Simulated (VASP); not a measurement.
**C: single point with PBE**

C:

```
C
1.0
     0.00000    1.78012    1.78012
     1.78012    0.00000    1.78012
     1.78012    1.78012    0.00000
C
2
Direct
  0.00000 0.00000 0.00000
  0.25000 0.25000 0.25000
```

* Program: VASP 6.6.1
* Task: single point
* Functional: PBE
* Potentials or basis: VASP PAW PBE potentials, release 64 (C)
* Cutoff: 520 eV
* k mesh: 12 × 12 × 12
* Occupations: gaussian, width 0.01 eV
* Spin: no spin polarisation

* Pressure: 4.9 GPa
* Band gap on the k mesh: 4.17 eV (least direct gap 5.60 eV)

Levels at points of the mesh, in eV from the valence-band top:
```tsv
k point	band 1	band 2	band 3	band 4	band 5	band 6	band 7	band 8
(0.00, 0.00, 0.00)	-21.55	0.00	0.00	0.00	5.60	5.60	5.60	13.46
(0.50, 0.00, 0.00)	-15.74	-13.43	-2.81	-2.81	8.48	8.48	8.92	15.75
(0.50, 0.50, 0.00)	-12.80	-12.80	-6.33	-6.33	4.77	4.77	16.89	16.89
```

Run time: 11 s on 1 thread of Intel(R) Xeon(R) Platinum 8259CL CPU @ 2.50GHz (Skylake/Cascade Lake) (shared host), peak memory 0.12 GiB.

Caveat: the cell stands under pressure. A k mesh can miss the band edges.
